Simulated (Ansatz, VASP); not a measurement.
**One calculation of ZnO, two programs**

```xyz
4
Lattice="3.2794 0.0000 0.0000 -1.6397 2.8400 0.0000 0.0000 0.0000 5.6108" Properties=species:S:1:pos:R:3 pbc="T T T"
Zn    1.6397    0.9467    2.8370
Zn    0.0000    1.8934    0.0316
O     1.6397    0.9467    4.9077
O     0.0000    1.8934    2.1022
```

Alike in both runs: task single point; functional PBE; k mesh 12 × 12 × 6; occupations gaussian, width 0.02 eV; no spin polarisation.

|  | VASP | Ansatz |
| --- | --- | --- |
| version | VASP 6.6.1 | Ansatz 0.2.0 |
| potentials or method | VASP PAW PBE potentials, release 64 (Zn, O), cutoff 520 eV | scalar-relativistic, plane waves, PAW |
| valence electrons in the cell | 36 | 36 |

```tsv
	VASP	Ansatz	Ansatz less VASP
gap on the k mesh at the Fermi level (eV)	0.54	0.56	+0.018
least direct gap on the mesh (eV)	0.54	0.56	+0.018
pressure (GPa)	-6.0	-6.7	-0.67
traceless stress, the component that is largest in VASP (GPa)	-4.91	-4.82	+0.087
rms of the force components (eV/Å)	0.010	0.000	-0.0101
```

Atom by atom the forces differ by 0.010 eV/Å (rms over components).
